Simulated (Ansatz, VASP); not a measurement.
TaN: VASP beside Ansatz

```xyz
8
Lattice="4.9902 0.0000 0.0000 0.0000 4.9902 0.0000 0.0000 0.0000 4.4496" Properties=species:S:1:pos:R:3 pbc="T T T"
Ta    3.7534    3.7534    3.4096
Ta    3.7534    1.2367    1.0400
Ta    1.2367    3.7534    1.0400
Ta    1.2367    1.2367    3.4096
N     0.0000    0.0000    2.2248
N     0.0000    2.4951    0.0000
N     2.4951    0.0000    0.0000
N     2.4951    2.4951    0.0000
```

Change from the starting cell: ordered vacancies on the anion sites of fluorite (P-42m, No. 111).

Alike in both runs: functional PBE; k mesh 4 × 4 × 4; occupations gaussian, width 0.1 eV; no spin polarisation.

Ansatz relaxed the structure, and its values are those at the end. VASP's run is a single point on that final structure, the one shown.

|  | VASP | Ansatz |
| --- | --- | --- |
| version | VASP 6.6.1 | Ansatz 0.2.0 |
| potentials or method | VASP PAW PBE potentials, release 64 (Ta_pv, N), cutoff 520 eV | scalar-relativistic, plane waves, PAW |
| valence electrons in the cell | 64 | 72 |

|  | VASP | Ansatz | Ansatz less VASP |
| --- | --- | --- | --- |
| gap on the k mesh at the Fermi level (eV) | none | none | - |
| pressure (GPa) | 0.3 | -0.3 | -0.58 |
| rms of the force components (eV/Å) | 0.015 | 0.004 | -0.0110 |

A gap of «none» marks a metal or a gap that the smearing closes. VASP's potentials hold 64 valence electrons a cell and Ansatz's 72, so a difference there can come from the potentials and not from the codes.

Neither program's run includes spin-orbit coupling.
